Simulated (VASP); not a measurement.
# Au (Pm-3m) in VASP: further runs

Au is run at these levels: LDA; tasks: single point, relaxation of cell and atoms.

Everything below comes from runs of VASP 6.6.1. Logs are shortened: lines on timing, memory, paths and dates and some standing lists are left out, and cuts for length are marked.

**1. The cell of the first run**

The structure is cubic, space group Pm-3m (No. 221). Conventional cell: a = 2.737 Å, b = 2.737 Å, c = 2.737 Å, α = 90.00°, β = 90.00°, γ = 90.00°. Au (site symmetry m-3m) has 6 Au at 2.74 Å within 3.6 Å.

**2. Single point, LDA (volume scaled by 1.08)**

The input, INCAR:

```
PREC     = Accurate       # precision mode
ENCUT    = 520            # plane-wave cutoff, eV
EDIFF    = 1E-7           # SCF threshold, eV
ISMEAR   = -1             # smearing method
SIGMA    = 0.1            # smearing width, eV
LREAL    = F              # projectors in reciprocal space
LASPH    = T              # aspherical terms in the spheres
NELM     = 80             # most SCF steps
ALGO     = Normal         # electronic algorithm
ISIF     = 2              # what is computed and relaxed
LWAVE    = F              # write WAVECAR
LCHARG   = T              # write CHGCAR
LELF     = T              # ELF
LVHAR    = T            
NBANDS   = 12             # bands
```

The input, KPOINTS:

```
regular mesh
0
Gamma
  13 13 13
```

The input, POSCAR:

```
Au
1.0
    2.7366571919      0.0000000000      0.0000000000
    0.0000000000      2.7366571919      0.0000000000
    0.0000000000      0.0000000000      2.7366571919
Au
1
Direct
    0.0000000000      0.0000000000      0.0000000000
```

Potentials or basis: VASP PAW LDA potentials, release 64 (Au).

Started as:

```bash
cat potpaw_LDA.64/Au/POTCAR > POTCAR
mpirun -np 1 vasp_std > vasp.out
```

OUTCAR:

```text
PREC = Accurate
   ENCUT = 520
   EDIFF = 1E-7
   ISMEAR = -1
   LREAL = F
   LASPH = T
   NELM = 80
   ISIF = 2

 ion  position               nearest neighbor table
   1  0.000  0.000  0.000-

  LATTYP: Found a simple cubic cell.
 ALAT       =     2.7366571919

  Lattice vectors:

 A1 = (   2.7366571919,   0.0000000000,   0.0000000000)
 A2 = (   0.0000000000,   2.7366571919,   0.0000000000)
 A3 = (   0.0000000000,   0.0000000000,   2.7366571919)

Analysis of symmetry for initial positions (statically):
=====================================================================
 Subroutine PRICEL returns:
 Original cell was already a primitive cell.

 Routine SETGRP: Setting up the symmetry group for a
 simple cubic supercell.

 Subroutine GETGRP returns: Found 48 space group operations
 (whereof 48 operations were pure point group operations)
 out of a pool of 48 trial point group operations.

The static configuration has the point symmetry O_h .

Analysis of symmetry for dynamics (positions and initial velocities):
=====================================================================
 Subroutine PRICEL returns:
 Original cell was already a primitive cell.

 Routine SETGRP: Setting up the symmetry group for a
 simple cubic supercell.

 Subroutine GETGRP returns: Found 48 space group operations
 (whereof 48 operations were pure point group operations)
 out of a pool of 48 trial point group operations.

The dynamic configuration has the point symmetry O_h .

 Subroutine INISYM returns: Found 48 space group operations
 (whereof 48 operations are pure point group operations),
 and found     1 'primitive' translations

----------------------------------------------------------------------------------------

                                     Primitive cell

  volume of cell :      20.4956

  direct lattice vectors                    reciprocal lattice vectors
     2.736657192  0.000000000  0.000000000     0.365409304  0.000000000  0.000000000
     0.000000000  2.736657192  0.000000000     0.000000000  0.365409304  0.000000000
     0.000000000  0.000000000  2.736657192     0.000000000  0.000000000  0.365409304

  length of vectors
     2.736657192  2.736657192  2.736657192     0.365409304  0.365409304  0.365409304

  position of ions in fractional coordinates (direct lattice)
     0.000000000  0.000000000  0.000000000

  ion indices of the primitive-cell ions
   primitive index   ion index
                 1           1

----------------------------------------------------------------------------------------

 KPOINTS: regular mesh

Automatic generation of k-mesh.
 Grid dimensions read from file:
 generate k-points for:   13   13   13

 Generating k-lattice:

  Cartesian coordinates                     Fractional coordinates (reciprocal lattice)
     0.028108408  0.000000000  0.000000000     0.076923077  0.000000000  0.000000000
     0.000000000  0.028108408  0.000000000     0.000000000  0.076923077  0.000000000
     0.000000000  0.000000000  0.028108408     0.000000000  0.000000000  0.076923077

  Length of vectors
     0.028108408  0.028108408  0.028108408

  Shift w.r.t. Gamma in fractional coordinates (k-lattice)
     0.000000000  0.000000000  0.000000000

 Subroutine IBZKPT returns following result:
 ===========================================

 Found     84 irreducible k-points:

 Following reciprocal coordinates:
            Coordinates               Weight
  0.000000  0.000000  0.000000      1.000000
  0.076923  0.000000  0.000000      6.000000
  0.153846  0.000000  0.000000      6.000000
  0.230769  0.000000  0.000000      6.000000
  0.307692  0.000000  0.000000      6.000000
  0.384615  0.000000  0.000000      6.000000
[... 16 lines left out ...]
  0.307692  0.307692  0.000000     12.000000
  0.384615  0.307692  0.000000     24.000000
 [... further k-points ...]
   k-points           NKPTS =     84   k-points in BZ     NKDIM =     84   number of bands    NBANDS=     12
   number of dos      NEDOS =    301   number of ions     NIONS =      1
   total plane-waves  NPLWV =   8000
   dimension x,y,z NGX =    20 NGY =   20 NGZ =   20
   dimension x,y,z NGXF=    40 NGYF=   40 NGZF=   40
   ions per type =               1
   NGX,Y,Z   is equivalent  to a cutoff of  12.15, 12.15, 12.15 a.u.
   NGXF,Y,Z  is equivalent  to a cutoff of  24.30, 24.30, 24.30 a.u.
 SYSTEM =  unknown system
   PREC   = accura    normal or accurate (medium, high low for compatibility)
   ISTART =      0    job   : 0-new  1-cont  2-samecut
   ICHARG =      2    charge: 1-file 2-atom 10-const
   ISPIN  =      1    spin polarized calculation?
   LNONCOLLINEAR =      F non collinear calculations
   LSORBIT =      F    spin-orbit coupling
   LASPH  =      T    aspherical Exc in radial PAW
   ENCUT  =  520.0 eV  38.22 Ry    6.18 a.u.   5.09  5.09  5.09*2*pi/ulx,y,z
   NELM   =     80;   NELMIN=  2; NELMDL= -5     # of ELM steps
   EDIFF  = 0.1E-06   stopping-criterion for ELM
   LREAL  =      F    real-space projection
   EDIFFG = 0.1E-05   stopping-criterion for IOM
   NSW    =      0    number of steps for IOM
   IBRION =     -1    ionic relax: 0-MD 1-quasi-New 2-CG
   NFREE  =      0    steps in history (QN), initial steepest desc. (CG)
   ISIF   =      2    stress and relaxation
   ISYM   =      2    0-nonsym 1-usesym 2-fastsym
   POTIM  = 0.5000    time-step for ionic-motion
   TEBEG  =    0.0;   TEEND  =   0.0 temperature during run
   PSTRESS=    0.0 pullay stress
   NELECT =      11.0000    total number of electrons
   NUPDOWN=      -1.0000    fix difference up-down
   EMIN   =  10.00;   EMAX   =-10.00  energy-range for DOS
   EFERMI =   0.00;   METHOD = LEGACY
   ISMEAR =    -1;   SIGMA  =   0.10  broadening in eV -4-tet -1-fermi 0-gaus
   EFERMI_NEDOS =   21; number of points for ismear=-14 and -15
   IALGO  =     38    algorithm
   IMIX   =      4    mixing-type and parameters
     AMIX     =   0.40;   BMIX     =  1.00
     AMIX_MAG =   1.60;   BMIX_MAG =  1.00
  volume/ion in A,a.u.               =      20.50       138.31
  Fermi-wavevector in a.u.,A,eV,Ry     =   1.330409  2.514109 24.082167  1.769989
  Thomas-Fermi vector in A             =   2.459498
   LORBIT       =      0    0 simple, 1 ext, 2 COOP (PROOUT), +10 PAW based schemes
   GGA     = CA    functional components
   LHFCALC =     F    Hartree Fock is set to
   AEXX    =    0.0000 exact exchange contribution
   IVDW    =     0    specifies the selected vdW correction
   LEPSILON=     F    determine dielectric tensor
   LRPA    =     F    only Hartree local field effects (RPA)
 non-spin polarized calculation
  energy-cutoff  :      520.00
  volume of cell :       20.50
 maximum number of plane-waves:       565
   NGX = 11   NGY = 11   NGZ = 11

 number of electron      10.9999996 magnetization

 Free energy of the ion-electron system (eV)
  ---------------------------------------------------
  ext. energy  EPLUGINS =         0.00000000
  ---------------------------------------------------
  free energy    TOTEN  =        -4.13147686 eV

  energy without entropy =       -4.12084111  energy(sigma->0) =       -4.12615899

 E-fermi :   6.1033     XC(G=0): -11.8104

 val. band max:        6.0232375372   @ k =   0.4615   0.0769   0.0769
 cond. band min:       6.2682287682   @ k =   0.3846   0.2308   0.2308
 fundamental gap:      0.2449912310
 Fermi energy:         6.1032537938

 k-point     1 :       0.0000    0.0000    0.0000
  band No.  band energies     occupation
      1      -1.7072      2.00000
      2       0.4812      2.00000
      3       0.4812      2.00000
      4       4.7929      2.00000
      5       4.7929      2.00000
      6       4.7929      2.00000
      7      20.0269      0.00000
      8      20.0269      0.00000
      9      20.0269      0.00000
     10      24.9850      0.00000
     11      27.4213      0.00000
     12      27.4213      0.00000

 k-point     2 :       0.0769    0.0000    0.0000
  band No.  band energies     occupation
      1      -1.5627      2.00000
      2       0.5032      2.00000
      3       0.5954      2.00000
      4       4.6952      2.00000
      5       4.6952      2.00000
      6       4.8007      2.00000
      7      18.8841      0.00000
      8      20.2654      0.00000
      9      20.2654      0.00000
     10      25.5902      0.00000
     11      26.9213      0.00000
     12      28.1451      0.00000

 k-point     3 :       0.1538    0.0000    0.0000
  band No.  band energies     occupation
      1      -1.1719      2.00000
      2       0.5651      2.00000
      3       0.9616      2.00000
      4       4.4353      2.00000
      5       4.4353      2.00000
      6       4.8225      1.99999
      7      16.7339      0.00000
      8      20.9375      0.00000
      9      20.9375      0.00000
     10      25.8312      0.00000
     11      25.9868      0.00000
     12      30.4083      0.00000
[... 286 lines left out ...]
 k-point    23 :       0.3077    0.3077    0.0000
  band No.  band energies     occupation
      1       0.7659      2.00000
      2       1.5874      2.00000
      3       3.2085      2.00000
      4       3.8621      2.00000
      5       3.9534      2.00000
      6       4.3900      2.00000
      7      13.6601      0.00000
      8      15.5320      0.00000
      9      22.5833      0.00000
     10      26.2306      0.00000
     11      26.4683      0.00000
     12      29.0589      0.00000

 k-point    24 :       0.3846    0.3077    0.0000
  band No.  band energies     occupation
      1       0.9238      2.00000
      2       1.3498      2.00000
      3       3.5824      2.00000
      4       3.6514      2.00000
      5       3.9571      2.00000
      6       5.7718      1.92984
      7      11.8828      0.00000
      8      16.0709      0.00000
      9      21.0783      0.00000
     10      25.7645      0.00000
     11      27.7413      0.00000
     12      28.6715      0.00000

 [... further k-points ...]

------------------------ aborting loop because EDIFF is reached ----------------------------------------

  FORCE on cell =-STRESS in cart. coord.  units (eV):
  Direction    XX          YY          ZZ          XY          YZ          ZX
  --------------------------------------------------------------------------------------
  -------------------------------------------------------------------------------------
  Total       -1.1155617     -1.1155617     -1.1155617     -0.0000000      0.0000000     -0.0000000
  in kB      -87.2053203    -87.2053203    -87.2053203     -0.0000000      0.0000000     -0.0000000
  external PRESSURE =     -87.2053203 kB  Pullay stress =       0.0000000 kB

 VOLUME and BASIS-vectors are now :
 -----------------------------------------------------------------------------
  energy-cutoff  :      520.00
  volume of cell :       20.50
      direct lattice vectors                 reciprocal lattice vectors
     2.736657192  0.000000000  0.000000000     0.365409304  0.000000000  0.000000000
     0.000000000  2.736657192  0.000000000     0.000000000  0.365409304  0.000000000
     0.000000000  0.000000000  2.736657192     0.000000000  0.000000000  0.365409304

 POSITION                                       TOTAL-FORCE (eV/Angst)
 -----------------------------------------------------------------------------------
      0.00000      0.00000      0.00000         0.000000      0.000000      0.000000
 -----------------------------------------------------------------------------------
    total drift:                               -0.000000      0.000000     -0.000000

  FREE ENERGIE OF THE ION-ELECTRON SYSTEM (eV)
  ---------------------------------------------------
  free  energy   TOTEN  =        -4.1314768640 eV

  energy  without entropy=       -4.1208411080  energy(sigma->0) =       -4.12615899
```

Run time: 9.3 s. Hardware: 1 thread of AMD EPYC 7R13 (Zen 3), shared host; peak memory 0.1 GiB.

What came out:

- Free energy: -4.1315 eV
- Pressure: -8.7 GPa

Caveat: spin-orbit coupling is left out, which moves the levels of the heavy elements.

**3. Single point, LDA (volume scaled by 1.12)**

The input, INCAR:

```
PREC = Accurate
ENCUT = 520
EDIFF = 1E-6
ISMEAR = -1
SIGMA = 0.1
LREAL = F
LASPH = T
NELM = 80
ALGO = Normal
ISIF = 2
LWAVE = F
LCHARG = F
GGA = CA
NBANDS = 12
```

The input, KPOINTS:

```
Automatic mesh
0
Gamma
  13 13 13
```

The input, POSCAR:

```
Au
1.0
    2.7700343495      0.0000000000      0.0000000000
    0.0000000000      2.7700343495      0.0000000000
    0.0000000000      0.0000000000      2.7700343495
Au
1
Direct
    0.0000000000      0.0000000000      0.0000000000
```

Potentials or basis: VASP PAW LDA potentials, release 64 (Au).

Started as:

```bash
cat potpaw_LDA.64/Au/POTCAR > POTCAR
mpirun -np 1 vasp_std > vasp.out
```

OUTCAR:

```text
PREC = Accurate
   ENCUT = 520
   EDIFF = 1E-6
   ISMEAR = -1
   LREAL = F
   LASPH = T
   NELM = 80
   ISIF = 2
   GGA = CA

 ion  position               nearest neighbor table
   1  0.000  0.000  0.000-

  LATTYP: Found a simple cubic cell.
 ALAT       =     2.7700343495

  Lattice vectors:

 A1 = (   2.7700343495,   0.0000000000,   0.0000000000)
 A2 = (   0.0000000000,   2.7700343495,   0.0000000000)
 A3 = (   0.0000000000,   0.0000000000,   2.7700343495)

Analysis of symmetry for initial positions (statically):
=====================================================================
 Subroutine PRICEL returns:
 Original cell was already a primitive cell.

 Routine SETGRP: Setting up the symmetry group for a
 simple cubic supercell.

 Subroutine GETGRP returns: Found 48 space group operations
 (whereof 48 operations were pure point group operations)
 out of a pool of 48 trial point group operations.

The static configuration has the point symmetry O_h .

Analysis of symmetry for dynamics (positions and initial velocities):
=====================================================================
 Subroutine PRICEL returns:
 Original cell was already a primitive cell.

 Routine SETGRP: Setting up the symmetry group for a
 simple cubic supercell.

 Subroutine GETGRP returns: Found 48 space group operations
 (whereof 48 operations were pure point group operations)
 out of a pool of 48 trial point group operations.

The dynamic configuration has the point symmetry O_h .

 Subroutine INISYM returns: Found 48 space group operations
 (whereof 48 operations are pure point group operations),
 and found     1 'primitive' translations

----------------------------------------------------------------------------------------

                                     Primitive cell

  volume of cell :      21.2547

  direct lattice vectors                    reciprocal lattice vectors
     2.770034349  0.000000000  0.000000000     0.361006354  0.000000000  0.000000000
     0.000000000  2.770034349  0.000000000     0.000000000  0.361006354  0.000000000
[... 113 lines left out ...]
   LRPA    =     F    only Hartree local field effects (RPA)
 non-spin polarized calculation
  energy-cutoff  :      520.00
  volume of cell :       21.25
 maximum number of plane-waves:       587
 NGX is ok and might be reduce to    24
   NGX = 11   NGY = 11   NGZ = 11

 number of electron      10.9999999 magnetization

 Free energy of the ion-electron system (eV)
  ---------------------------------------------------
  ext. energy  EPLUGINS =         0.00000000
  ---------------------------------------------------
  free energy    TOTEN  =        -4.08303041 eV

  energy without entropy =       -4.07293050  energy(sigma->0) =       -4.07798045

 E-fermi :   5.6331     XC(G=0): -11.6113

 val. band max:        5.6193784666   @ k =   0.4615   0.0769   0.0769
 cond. band min:       5.7752164674   @ k =   0.3846   0.2308   0.2308
 fundamental gap:      0.1558380009
 Fermi energy:         5.6331375175

 k-point     1 :       0.0000    0.0000    0.0000
  band No.  band energies     occupation
      1      -1.8909      2.00000
      2       0.2467      2.00000
      3       0.2467      2.00000
      4       4.3074      2.00000
      5       4.3074      2.00000
      6       4.3074      2.00000
      7      19.3410      0.00000
      8      19.3410      0.00000
      9      19.3410      0.00000
     10      24.1183      0.00000
     11      26.5146      0.00000
     12      26.5146      0.00000
[... 331 lines left out ...]
 k-point    24 :       0.3846    0.3077    0.0000
  band No.  band energies     occupation
      1       0.6576      2.00000
      2       1.0884      2.00000
      3       3.1854      2.00000
      4       3.2402      2.00000
      5       3.5263      2.00000
      6       5.3202      1.91617
      7      11.2832      0.00000
      8      15.3330      0.00000
      9      20.3316      0.00000
     10      25.0445      0.00000
     11      26.8244      0.00000
     12      27.8804      0.00000

 [... further k-points ...]

------------------------ aborting loop because EDIFF is reached ----------------------------------------

  FORCE on cell =-STRESS in cart. coord.  units (eV):
  Direction    XX          YY          ZZ          XY          YZ          ZX
  --------------------------------------------------------------------------------------
  -------------------------------------------------------------------------------------
  Total       -1.5662848     -1.5662848     -1.5662848     -0.0000000      0.0000000      0.0000000
  in kB     -118.0662755   -118.0662755   -118.0662755     -0.0000000      0.0000000      0.0000000
  external PRESSURE =    -118.0662755 kB  Pullay stress =       0.0000000 kB

 VOLUME and BASIS-vectors are now :
 -----------------------------------------------------------------------------
  energy-cutoff  :      520.00
  volume of cell :       21.25
      direct lattice vectors                 reciprocal lattice vectors
     2.770034349  0.000000000  0.000000000     0.361006354  0.000000000  0.000000000
     0.000000000  2.770034349  0.000000000     0.000000000  0.361006354  0.000000000
     0.000000000  0.000000000  2.770034349     0.000000000  0.000000000  0.361006354

 POSITION                                       TOTAL-FORCE (eV/Angst)
 -----------------------------------------------------------------------------------
      0.00000      0.00000      0.00000         0.000000      0.000000      0.000000
 -----------------------------------------------------------------------------------
    total drift:                                0.000000      0.000000     -0.000000

  FREE ENERGIE OF THE ION-ELECTRON SYSTEM (eV)
  ---------------------------------------------------
  free  energy   TOTEN  =        -4.0830304131 eV

  energy  without entropy=       -4.0729304965  energy(sigma->0) =       -4.07798045
```

stdout:

```text
POSCAR found type information on POSCAR Au
 POSCAR found :  1 types and       1 ions
 scaLAPACK will be used
 LDA part: xc-table for (Slater(with rela. corr.)+CA(PZ))
 , standard interpolation
 POSCAR, INCAR and KPOINTS ok, starting setup
 FFT: planning ... GRIDC
 FFT: planning ... GRID_SOFT
 FFT: planning ... GRID
 WAVECAR not read
 entering main loop
```

It took 15 s on 1 thread of AMD EPYC 7R13 (Zen 3), shared host; peak memory 0.11 GiB.

What came out:

- Free energy: -4.0830 eV
- Pressure: -11.8 GPa

Levels at points of the mesh, in eV from the Fermi level:
| k point | band 2 | band 3 | band 4 | band 5 | band 6 | band 7 | band 8 | band 9 | band 10 | band 11 |
| --- | --- | --- | --- | --- | --- | --- | --- | --- | --- | --- |
| (0.00, 0.00, 0.00) | -5.39 | -5.39 | -1.33 | -1.33 | -1.33 | 13.71 | 13.71 | 13.71 | 18.49 | 20.88 |

Caveat: spin-orbit coupling is left out, which moves the levels of the heavy elements.

[end of part 1 of 2]
